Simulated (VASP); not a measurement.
# W (R-3m) in VASP: further runs

The runs below take W through single point, with r2SCAN.

Everything below comes from runs of VASP 6.6.1. Logs are shortened: lines on timing, memory, paths and dates and some standing lists are left out, and cuts for length are marked.

### 1 The cell of the first run

It takes space group R-3m (No. 166, trigonal). Conventional cell: a = 5.692 Å, b = 5.692 Å, c = 1.743 Å, α = 90.00°, β = 90.00°, γ = 120.00°. Within 2.3 Å of W (site symmetry -3m) lie 2 W at 1.74 Å.

### 2 Single point, r2SCAN

The input, POSCAR:

```
W
1.0
   -2.3478838752      1.6770599108      1.6770599108
    1.6770599108     -2.3478838752      1.6770599108
    1.6770599108      1.6770599108     -2.3478838752
W
1
Direct
    0.0000000000      0.0000000000      0.0000000000
```

The input, INCAR.step1:

```
PREC = Accurate ; ENCUT = 520
ISMEAR = 0 ; SIGMA = 0.15
LREAL = F ; LASPH = T
NELM = 80 ; NBANDS = 13
GGA = PE ; ALGO = Normal
EDIFF = 1E-4 ; LWAVE = T
LCHARG = F
```

The input, INCAR.step2:

```
PREC = Accurate ; ENCUT = 520
EDIFF = 1E-7 ; ISMEAR = 0
SIGMA = 0.15 ; LREAL = F
LASPH = T ; NELM = 80
ALGO = Normal ; ISIF = 2
LWAVE = F ; LCHARG = F
METAGGA = R2SCAN ; LMIXTAU = T
NBANDS = 13 ; ISTART = 1
```

The input, KPOINTS:

```
Automatic mesh
0
Gamma
  16 16 16
```

Potentials or basis: VASP PAW PBE potentials, release 64 (W_sv).

The run is started by

```
$ cat potpaw_PBE.64/W_sv/POTCAR > POTCAR
$ cp INCAR.step1 INCAR
$ mpirun -np 1 vasp_std > vasp.out
$ cp INCAR.step2 INCAR
$ mpirun -np 1 vasp_std > vasp.out
```

OUTCAR:

```text
PREC = Accurate
   ENCUT = 520
   EDIFF = 1E-7
   ISMEAR = 0
   LREAL = F
   LASPH = T
   NELM = 80
   ISIF = 2
   METAGGA = R2SCAN
   ISTART = 1

 ion  position               nearest neighbor table
   1  0.000  0.000  0.000-

  LATTYP: Found a trigonal (rhomboedric) cell.
 ALAT       =     3.3373070851
 COS(alpha) =    -0.4545454546

  Lattice vectors:

 A1 = (  -2.3478838752,   1.6770599108,   1.6770599108)
 A2 = (   1.6770599108,  -2.3478838752,   1.6770599108)
 A3 = (   1.6770599108,   1.6770599108,  -2.3478838752)

Analysis of symmetry for initial positions (statically):
=====================================================================
 Subroutine PRICEL returns:
 Original cell was already a primitive cell.

 Routine SETGRP: Setting up the symmetry group for a
 trigonal (rhombohedral) supercell.

 Subroutine GETGRP returns: Found 12 space group operations
 (whereof 12 operations were pure point group operations)
 out of a pool of 12 trial point group operations.

The static configuration has the point symmetry D_3d.

Analysis of symmetry for dynamics (positions and initial velocities):
=====================================================================
 Subroutine PRICEL returns:
 Original cell was already a primitive cell.

 Routine SETGRP: Setting up the symmetry group for a
 trigonal (rhombohedral) supercell.

 Subroutine GETGRP returns: Found 12 space group operations
 (whereof 12 operations were pure point group operations)
 out of a pool of 12 trial point group operations.

The dynamic configuration has the point symmetry D_3d.

 Subroutine INISYM returns: Found 12 space group operations
 (whereof 12 operations are pure point group operations),
 and found     1 'primitive' translations

----------------------------------------------------------------------------------------

                                     Primitive cell

  volume of cell :      16.3012

  direct lattice vectors                    reciprocal lattice vectors
    -2.347883875  1.677059911  1.677059911     0.165633783  0.414084458  0.414084458
     1.677059911 -2.347883875  1.677059911     0.414084458  0.165633783  0.414084458
     1.677059911  1.677059911 -2.347883875     0.414084458  0.414084458  0.165633783

  length of vectors
     3.337307085  3.337307085  3.337307085     0.608577380  0.608577380  0.608577380

  position of ions in fractional coordinates (direct lattice)
     0.000000000  0.000000000  0.000000000

  ion indices of the primitive-cell ions
   primitive index   ion index
                 1           1

----------------------------------------------------------------------------------------

 KPOINTS: Automatic mesh

Automatic generation of k-mesh.
 Grid dimensions read from file:
 generate k-points for:   16   16   16

 Generating k-lattice:

  Cartesian coordinates                     Fractional coordinates (reciprocal lattice)
     0.010352111  0.025880279  0.025880279     0.062500000  0.000000000  0.000000000
     0.025880279  0.010352111  0.025880279     0.000000000  0.062500000  0.000000000
     0.025880279  0.025880279  0.010352111     0.000000000  0.000000000  0.062500000

  Length of vectors
     0.038036086  0.038036086  0.038036086

  Shift w.r.t. Gamma in fractional coordinates (k-lattice)
     0.000000000  0.000000000  0.000000000

 Subroutine IBZKPT returns following result:
 ===========================================

 Found    417 irreducible k-points:

 Following reciprocal coordinates:
            Coordinates               Weight
  0.000000  0.000000  0.000000      1.000000
  0.062500  0.000000  0.000000      6.000000
  0.125000  0.000000  0.000000      6.000000
  0.187500  0.000000  0.000000      6.000000
  0.250000  0.000000  0.000000      6.000000
  0.312500  0.000000  0.000000      6.000000
[... 16 lines left out ...]
 -0.125000  0.062500 -0.000000     12.000000
 -0.062500  0.062500  0.000000      6.000000
 [... further k-points ...]
   k-points           NKPTS =    417   k-points in BZ     NKDIM =    417   number of bands    NBANDS=     13
   number of dos      NEDOS =    301   number of ions     NIONS =      1
   total plane-waves  NPLWV =  21952
   dimension x,y,z NGX =    28 NGY =   28 NGZ =   28
   dimension x,y,z NGXF=    56 NGYF=   56 NGZF=   56
   ions per type =               1
   NGX,Y,Z   is equivalent  to a cutoff of  13.95, 13.95, 13.95 a.u.
   NGXF,Y,Z  is equivalent  to a cutoff of  27.90, 27.90, 27.90 a.u.
 SYSTEM =  unknown system
   PREC   = accura    normal or accurate (medium, high low for compatibility)
   ISTART =      1    job   : 0-new  1-cont  2-samecut
   ICHARG =      0    charge: 1-file 2-atom 10-const
   ISPIN  =      1    spin polarized calculation?
   LNONCOLLINEAR =      F non collinear calculations
   LSORBIT =      F    spin-orbit coupling
   LASPH  =      T    aspherical Exc in radial PAW
   ENCUT  =  520.0 eV  38.22 Ry    6.18 a.u.   6.21  6.21  6.21*2*pi/ulx,y,z
[... 18 lines left out ...]
   IALGO  =     38    algorithm
   IMIX   =      4    mixing-type and parameters
     AMIX     =   0.40;   BMIX     =  1.00
     AMIX_MAG =   1.60;   BMIX_MAG =  1.00
  volume/ion in A,a.u.               =      16.30       110.01
  Fermi-wavevector in a.u.,A,eV,Ry     =   1.556125  2.940649 32.946829  2.421524
  Thomas-Fermi vector in A             =   2.659966
   LORBIT       =      0    0 simple, 1 ext, 2 COOP (PROOUT), +10 PAW based schemes
   METAGGA = R2SCAN    functional components
   LHFCALC =     F    Hartree Fock is set to
   AEXX    =    0.0000 exact exchange contribution
   IVDW    =     0    specifies the selected vdW correction
   LEPSILON=     F    determine dielectric tensor
   LRPA    =     F    only Hartree local field effects (RPA)
 non-spin polarized calculation
 Gauss-broadening in eV      SIGMA  =   0.15
  energy-cutoff  :      520.00
  volume of cell :       16.30
 maximum number of plane-waves:       477
 NGX is ok and might be reduce to    28

 number of electron      14.0000002 magnetization

 Free energy of the ion-electron system (eV)
  ---------------------------------------------------
  ext. energy  EPLUGINS =         0.00000000
  ---------------------------------------------------
  free energy    TOTEN  =       -39.20797698 eV

  energy without entropy =      -39.19927242  energy(sigma->0) =      -39.20362470

 E-fermi :  10.6027     XC(G=0): -14.0256

 val. band max:       10.6017025461   @ k =  -0.1250   0.2500   0.1250
 cond. band min:      10.6037364855   @ k =  -0.4375   0.1250  -0.0000
 fundamental gap:      0.0020339394
 Fermi energy:        10.6026851468

 k-point     1 :       0.0000    0.0000    0.0000
  band No.  band energies     occupation
      1     -68.9480      2.00000
      2     -31.0647      2.00000
      3     -31.0647      2.00000
      4     -21.2234      2.00000
      5       0.2899      2.00000
      6       5.0541      2.00000
      7       6.5548      2.00000
      8       6.5548      2.00000
      9      19.2602      0.00000
     10      25.7423      0.00000
     11      25.7423      0.00000
     12      28.0164      0.00000
     13      28.0164      0.00000

 k-point     2 :       0.0625    0.0000    0.0000
  band No.  band energies     occupation
      1     -68.7880      2.00000
      2     -30.9528      2.00000
      3     -30.9500      2.00000
      4     -22.2928      2.00000
      5       0.6396      2.00000
      6       6.3355      2.00000
      7       6.7069      2.00000
      8       6.7674      2.00000
      9      19.5466      0.00000
     10      22.4762      0.00000
     11      22.5376      0.00000
     12      29.8015      0.00000
     13      29.9789      0.00000

 k-point     3 :       0.1250    0.0000    0.0000
  band No.  band energies     occupation
      1     -68.3188      2.00000
      2     -30.6246      2.00000
      3     -30.6140      2.00000
      4     -24.9780      2.00000
      5       1.5184      2.00000
      6       7.1623      2.00000
      7       7.3980      2.00000
      8       9.8043      2.00000
      9      17.9772      0.00000
     10      18.0984      0.00000
     11      20.3932      0.00000
     12      30.2131      0.00000
     13      30.9061      0.00000
[... 305 lines left out ...]
 k-point    23 :      -0.1250    0.0625   -0.0000
  band No.  band energies     occupation
      1     -68.7872      2.00000
      2     -30.9730      2.00000
      3     -30.9550      2.00000
      4     -22.2931      2.00000
      5       0.8553      2.00000
      6       6.3429      2.00000
      7       6.5508      2.00000
      8       6.9479      2.00000
      9      20.0061      0.00000
     10      22.2863      0.00000
     11      22.4824      0.00000
     12      28.0909      0.00000
     13      28.9153      0.00000

 k-point    24 :      -0.0625    0.0625    0.0000
  band No.  band energies     occupation
      1     -68.9475      2.00000
      2     -31.0751      2.00000
      3     -31.0672      2.00000
      4     -21.2234      2.00000
      5       0.3942      2.00000
      6       5.0682      2.00000
      7       6.4688      2.00000
      8       6.6454      2.00000
      9      19.5013      0.00000
     10      25.7436      0.00000
     11      25.7491      0.00000
     12      27.0920      0.00000
     13      27.5336      0.00000

 [... further k-points ...]
[... 5 lines left out ...]
  --------------------------------------------------------------------------------------
  -------------------------------------------------------------------------------------
  Total       24.8770059     24.8770059     24.8770059     26.7435630     26.7435630     26.7435630
  in kB     2445.0583388   2445.0583388   2445.0583388   2628.5145372   2628.5145372   2628.5145372
  external PRESSURE =    2445.0583388 kB  Pullay stress =       0.0000000 kB

 VOLUME and BASIS-vectors are now :
 -----------------------------------------------------------------------------
  energy-cutoff  :      520.00
  volume of cell :       16.30
      direct lattice vectors                 reciprocal lattice vectors
    -2.347883875  1.677059911  1.677059911     0.165633783  0.414084458  0.414084458
     1.677059911 -2.347883875  1.677059911     0.414084458  0.165633783  0.414084458
     1.677059911  1.677059911 -2.347883875     0.414084458  0.414084458  0.165633783

 POSITION                                       TOTAL-FORCE (eV/Angst)
 -----------------------------------------------------------------------------------
      0.00000      0.00000      0.00000        -0.000000     -0.000000      0.000000
 -----------------------------------------------------------------------------------
    total drift:                               -0.000000     -0.000000      0.000000

  FREE ENERGIE OF THE ION-ELECTRON SYSTEM (eV)
  ---------------------------------------------------
  free  energy   TOTEN  =       -39.2079769803 eV

  energy  without entropy=      -39.1992724183  energy(sigma->0) =      -39.20362470
```

It took 4.2 min on 1 thread of Intel Xeon Platinum 8559C (Emerald Rapids), shared host; peak memory 0.23 GiB.

Results:

```yaml
Free_energy: -39.2080 eV
Pressure: 244.5 GPa
Band_gap_on_the_k_mesh: zero (band 7 reaches 14.70 eV, above the bottom of band 8 at 6.55 eV)
```

Stress tensor (GPa, compression positive):
```
244.51 262.85 262.85
262.85 244.51 262.85
262.85 262.85 244.51
```

Levels at points of the mesh, in eV from the Fermi level:
```csv
k point,band 4,band 5,band 6,band 7,band 8,band 9,band 10,band 11
"(0.00, 0.00, 0.00)",-31.83,-10.31,-5.55,-4.05,-4.05,8.66,15.14,15.14
"(0.50, 0.00, 0.00)",-37.86,-9.63,-9.05,3.15,3.68,5.96,6.71,13.02
"(0.50, 0.50, 0.00)",-31.83,-7.87,-5.98,-2.02,-0.68,2.36,8.30,15.18
"(0.50, 0.50, 0.50)",-37.94,-9.76,-9.76,4.09,4.09,9.37,10.98,10.98
```

Caveat: the PAW data sets were made with another functional, which shifts forces and pressure a little; spin-orbit coupling is left out, which moves the levels of the heavy elements.

### 3 Single point, r2SCAN

This run uses another cell than the first one, of the same volume but with other edges.

The input, POSCAR:

```
W
1.0
   -1.9635487370      1.6173912089      1.6173912089
    1.6173912089     -1.9635487370      1.6173912089
    1.6173912089      1.6173912089     -1.9635487370
W
1
Direct
    0.0000000000      0.0000000000      0.0000000000
```

The input, INCAR.step1:

```
PREC = Accurate
ENCUT = 520
ISMEAR = 0
SIGMA = 0.15
LREAL = F
LASPH = T
NELM = 60
NBANDS = 13
GGA = PE
ALGO = Normal
EDIFF = 1E-4
LWAVE = T
LCHARG = F
```

The input, INCAR.step2:

```
PREC = Accurate
ENCUT = 520
EDIFF = 1E-6
ISMEAR = 0
SIGMA = 0.15
LREAL = F
LASPH = T
NELM = 60
ALGO = Normal
ISIF = 2
LWAVE = F
LCHARG = F
METAGGA = R2SCAN
LMIXTAU = T
NBANDS = 13
ISTART = 1
```

KPOINTS is that of step 2.

Potentials or basis: VASP PAW PBE potentials, release 64 (W_sv).

The run is started by

```
$ cat potpaw_PBE.64/W_sv/POTCAR > POTCAR
$ cp INCAR.step1 INCAR
$ mpirun -np 1 vasp_std > vasp.out
$ cp INCAR.step2 INCAR
$ mpirun -np 1 vasp_std > vasp.out
```

Wall time 1.9 min (1 thread of Intel Xeon Platinum 8559C (Emerald Rapids), shared host); peak memory 0.21 GiB.

It converged, with:

- Free energy: -49.4916 eV
- Pressure: 33.2 GPa
- Band gap on the k mesh: zero (band 7 reaches 14.12 eV, above the bottom of band 8 at 9.31 eV)

Stress tensor (GPa, compression positive):
```
33.21 61.80 61.80
61.80 33.21 61.80
61.80 61.80 33.21
```

Levels at points of the mesh, in eV from the Fermi level:
```tsv
k point	band 4	band 5	band 6	band 7	band 8	band 9	band 10	band 11
(0.00, 0.00, 0.00)	-37.62	-9.95	-5.75	-1.84	-1.84	5.67	5.67	11.15
(0.50, 0.00, 0.00)	-39.25	-6.68	-4.25	0.97	1.22	2.77	5.09	10.95
(0.50, 0.50, 0.00)	-37.64	-7.02	-5.79	-1.40	3.19	5.84	6.68	6.94
(0.50, 0.50, 0.50)	-39.57	-6.64	-6.64	2.97	2.97	7.41	7.91	7.91
```

Caveat: the PAW data sets were made with another functional, which shifts forces and pressure a little; spin-orbit coupling is left out, which moves the levels of the heavy elements.

### 4 Single point, r2SCAN

This run uses another cell than the first one, of the same volume but with other edges.

The input, POSCAR:

```
W
1.0
   -1.2297739714      1.6191232596      1.6191232596
    1.6191232596     -1.2297739714      1.6191232596
    1.6191232596      1.6191232596     -1.2297739714
W
1
Direct
    0.0000000000      0.0000000000      0.0000000000
```

The input, INCAR.step1:

```
ALGO = Normal ; EDIFF = 1E-4
ENCUT = 520 ; GGA = PE
ISMEAR = 0 ; LASPH = True
LCHARG = False ; LREAL = False
LWAVE = True ; NBANDS = 13
NELM = 100 ; PREC = Accurate
SIGMA = 0.15
```

The input, INCAR.step2:

```
ALGO = Normal ; EDIFF = 1E-6
ENCUT = 520 ; ISIF = 2
ISMEAR = 0 ; ISTART = 1
LASPH = True ; LCHARG = False
LMIXTAU = True ; LREAL = False
LWAVE = False ; METAGGA = R2SCAN
NBANDS = 13 ; NELM = 100
PREC = Accurate ; SIGMA = 0.15
```

The input, KPOINTS:

```
k-points
0
Gamma
  16 16 16
```

The run is started by

```
$ cat potpaw_PBE.64/W_sv/POTCAR > POTCAR
$ cp INCAR.step1 INCAR
$ mpirun -np 1 vasp_std > vasp.out
$ cp INCAR.step2 INCAR
$ mpirun -np 1 vasp_std > vasp.out
```

Run time: 2 min. Hardware: 1 thread of Intel Xeon Platinum 8559C (Emerald Rapids), shared host; peak memory 0.19 GiB.

The run converged. Its results:

```yaml
Free_energy: -50.5348 eV
Pressure: 12.5 GPa
Band_gap_on_the_k_mesh: zero (band 7 reaches 12.92 eV, above the bottom of band 8 at 9.70 eV)
```

Stress tensor (GPa, compression positive):
```
 12.53 -18.94 -18.94
-18.94  12.53 -18.94
-18.94 -18.94  12.53
```

Levels at points of the mesh, in eV from the Fermi level:
| k point | band 4 | band 5 | band 6 | band 7 | band 8 | band 9 | band 10 | band 11 |
| --- | --- | --- | --- | --- | --- | --- | --- | --- |
| (0.00, 0.00, 0.00) | -38.82 | -9.91 | -4.16 | -4.16 | 2.85 | 4.24 | 4.24 | 14.29 |
| (0.50, 0.00, 0.00) | -38.74 | -6.33 | -4.21 | -0.83 | 2.50 | 2.95 | 4.55 | 10.90 |
| (0.50, 0.50, 0.00) | -38.81 | -6.50 | -3.95 | 1.94 | 2.52 | 2.65 | 7.65 | 8.72 |
| (0.50, 0.50, 0.50) | -39.82 | -5.75 | -5.75 | -0.62 | 7.12 | 7.54 | 7.54 | 10.41 |

Caveat: the PAW data sets were made with another functional, which shifts forces and pressure a little; spin-orbit coupling is left out, which moves the levels of the heavy elements.

### 5 Single point, r2SCAN

This run uses another cell than the first one, of the same volume but with other edges.

The input, POSCAR:

```
W
1.0
   -2.1463163662      1.6413007506      1.6413007506
    1.6413007506     -2.1463163662      1.6413007506
    1.6413007506      1.6413007506     -2.1463163662
W
1
Direct
    0.0000000000      0.0000000000      0.0000000000
```

The input, INCAR.step1:

```
PREC     = Accurate       # precision mode
ENCUT    = 520            # plane-wave cutoff, eV
ISMEAR   = 0              # smearing method
SIGMA    = 0.15           # smearing width, eV
LREAL    = F              # projectors in reciprocal space
LASPH    = T              # aspherical terms in the spheres
NELM     = 100            # most SCF steps
NBANDS   = 13             # bands
GGA      = PE             # functional
ALGO     = Normal         # electronic algorithm
EDIFF    = 1E-4           # SCF threshold, eV
LWAVE    = T              # write WAVECAR
LCHARG   = F              # write CHGCAR
```

The input, INCAR.step2:

```
PREC     = Accurate       # precision mode
ENCUT    = 520            # plane-wave cutoff, eV
EDIFF    = 1E-7           # SCF threshold, eV
ISMEAR   = 0              # smearing method
SIGMA    = 0.15           # smearing width, eV
LREAL    = F              # projectors in reciprocal space
LASPH    = T              # aspherical terms in the spheres
NELM     = 100            # most SCF steps
ALGO     = Normal         # electronic algorithm
ISIF     = 2              # what is computed and relaxed
LWAVE    = F              # write WAVECAR
LCHARG   = F              # write CHGCAR
METAGGA  = R2SCAN         # meta-GGA
LMIXTAU  = T            
NBANDS   = 13             # bands
ISTART   = 1
```

The input, KPOINTS:

```
regular mesh
0
Gamma
  16 16 16
```

The run is started by

```
$ cat potpaw_PBE.64/W_sv/POTCAR > POTCAR
$ cp INCAR.step1 INCAR
$ mpirun -np 1 vasp_std > vasp.out
$ cp INCAR.step2 INCAR
$ mpirun -np 1 vasp_std > vasp.out
```

Wall time 2.4 min (1 thread of Intel Xeon Platinum 8559C (Emerald Rapids), shared host); peak memory 0.21 GiB.

Results (log left out):

- Free energy: -46.2353 eV
- Pressure: 112.0 GPa
- Band gap on the k mesh: zero (band 7 reaches 14.02 eV, above the bottom of band 8 at 8.20 eV)

Stress tensor (GPa, compression positive):
```
112.00 138.15 138.15
138.15 112.00 138.15
138.15 138.15 112.00
```

Levels at points of the mesh, in eV from the Fermi level:
| k point | band 5 | band 6 | band 7 | band 8 | band 9 | band 10 |
| --- | --- | --- | --- | --- | --- | --- |
| (0.00, 0.00, 0.00) | -9.71 | -6.85 | -2.84 | -2.84 | 9.44 | 9.44 |
| (0.50, 0.00, 0.00) | -7.54 | -6.10 | 1.45 | 1.88 | 4.32 | 5.01 |
| (0.50, 0.50, 0.00) | -6.96 | -6.69 | -1.88 | 1.53 | 4.39 | 9.47 |
| (0.50, 0.50, 0.50) | -7.68 | -7.68 | 2.98 | 2.98 | 8.17 | 8.84 |

Caveat: the PAW data sets were made with another functional, which shifts forces and pressure a little; spin-orbit coupling is left out, which moves the levels of the heavy elements.

### 6 Overview

```tsv
cell	gap on the mesh (eV)	pressure (GPa)
a = 3.337 Å, angles 117.0°, 1 atom	none	244.5
a = 3.015 Å, angles 114.3°, 1 atom	none	33.2
a = 2.599 Å, angles 101.6°, 1 atom	none	12.5
a = 3.161 Å, angles 115.8°, 1 atom	none	112.0
```

Alike in all rows: task single point; level r2SCAN; potentials or basis VASP PAW PBE potentials, release 64 (W_sv); no spin polarisation; k mesh 16 × 16 × 16; cutoff (eV) 520; smearing gaussian 0.15 eV.

Caveats: the PAW data sets were made with another functional, which shifts forces and pressure a little; spin-orbit coupling is left out, which moves the levels of the heavy elements.

Total energies depend on the potentials used, so only differences within one code and one set of settings carry meaning.
